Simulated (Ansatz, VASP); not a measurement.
# Ga2SeS3: VASP beside Ansatz

```
Ga Se S
1.0
     4.19632    0.00000    0.00000
     0.00000    4.19632    0.00000
     0.00000    0.00000    8.94734
Ga Se S
2 1 3
Direct
  0.50000 0.50000 0.74937
  0.50000 0.50000 0.25063
  0.50000 0.50000 0.00000
  0.50000 0.00000 0.50000
  0.00000 0.50000 0.50000
  0.00000 0.00000 0.50000
```

Alike in both runs: task relaxation of cell and atoms; functional PBE; k mesh 4 × 4 × 2; occupations gaussian, width 0.1 eV; no spin polarisation.

|  | VASP | Ansatz |
| --- | --- | --- |
| version | VASP 6.6.1 | Ansatz 0.2.0 |
| potentials or method | VASP PAW PBE potentials, release 64 (Ga_d, Se, S), cutoff 600 eV | scalar-relativistic, plane waves, PAW |
| valence electrons in the cell | 50 | 60 |

Ansatz gave:

```
gap on the k mesh at the Fermi level, each at its own relaxed structure (eV) : none
relaxed volume (Å³/atom)                                                     : 28.04
relaxed cell length with the largest relative difference (Å)                 : 7.423
```

Q: Estimate VASP's values.

A: gap on the k mesh at the Fermi level, each at its own relaxed structure (eV): none; relaxed volume (Å³/atom): 28.07; relaxed cell length with the largest relative difference (Å): 7.346.

A gap of «none» marks a metal or a gap that the smearing closes. VASP's potentials hold 50 valence electrons a cell and Ansatz's 60, so a difference there can come from the potentials and not from the codes.

The k mesh is coarse, so the values compare programs but aren't converged.
